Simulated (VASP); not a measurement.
FeS2: single point with BLYP+D3(BJ)

Crystal: FeS2.

```xyz
6
Lattice="4.4490 0.0000 0.0000 0.0000 5.4165 0.0000 0.0000 0.0000 3.3785" Properties=species:S:1:pos:R:3 pbc="T T T"
Fe    2.2245    2.7083    1.6892
Fe    0.0000    0.0000    0.0000
S     3.1336    0.6750    1.6892
S     3.5399    3.3832    0.0000
S     1.3154    4.7415    1.6892
S     0.9091    2.0333    0.0000
```

```json
{
  "Program": "VASP 6.6.1",
  "Task": "single point",
  "Functional": "BLYP",
  "Dispersion": "D3(BJ)",
  "Potentials or basis": "VASP PAW PBE potentials, release 64 (Fe, S)",
  "Cutoff": "600 eV",
  "k mesh": "6 × 5 × 8",
  "Occupations": "fermi-dirac, width 0.05 eV",
  "Spin": "collinear spin, ferromagnetic start",
  "Starting moments": "[3.0, 3.0, 0.0, 0.0, 0.0, 0.0] μB"
}
```

The pressure is 0.1 GPa and the largest force is 0.069 eV/Å. The band gap on the k mesh is 0.99 eV (least direct gap 1.24 eV), the net moment is 0.00 μB per cell and the valence electrons inside the program's atomic spheres are Fe 7.62; S 3.69. The dispersion energy per atom is -0.868 eV.

Forces in eV/Å, atoms in the order of the input:
```
Fe   0.000  0.000  0.000
Fe   0.000  0.000  0.000
S   -0.057 -0.038  0.000
S    0.057 -0.038  0.000
S    0.057  0.038  0.000
S   -0.057  0.038  0.000
```

Stress tensor (GPa, compression positive):
```
-0.04  0.00  0.00
 0.00  0.16  0.00
 0.00  0.00  0.31
```

Levels at points of the mesh, in eV from the valence-band top:
Spin up:
```
           k point  band 18  band 19  band 20  band 21  band 22  band 23
(0.00, 0.00, 0.00)    -0.75    -0.71    -0.41     1.22     1.46     2.67
(0.50, 0.00, 0.00)    -0.65    -0.07    -0.07     1.92     1.92     1.94
(0.00, 0.00, 0.50)    -0.84    -0.39    -0.39     1.58     1.58     1.78
(0.50, 0.00, 0.50)    -0.73    -0.34    -0.34     1.57     1.57     1.89
```
Spin down:
```csv
k point,band 18,band 19,band 20,band 21,band 22,band 23
"(0.00, 0.00, 0.00)",-0.75,-0.71,-0.41,1.22,1.46,2.67
"(0.50, 0.00, 0.00)",-0.65,-0.07,-0.07,1.92,1.92,1.94
"(0.00, 0.00, 0.50)",-0.84,-0.39,-0.39,1.58,1.58,1.78
"(0.50, 0.00, 0.50)",-0.73,-0.33,-0.33,1.57,1.57,1.89
```

Run time: 11 min on 1 thread of Oxide Virtual Turin-like Processor, with other jobs on the host, peak memory 0.41 GiB.

Caveat: the moments typed at the start vanished in this run; the PAW data sets were made with another functional, which shifts forces and pressure a little. As with any semilocal functional, this BLYP gap is likely too small.
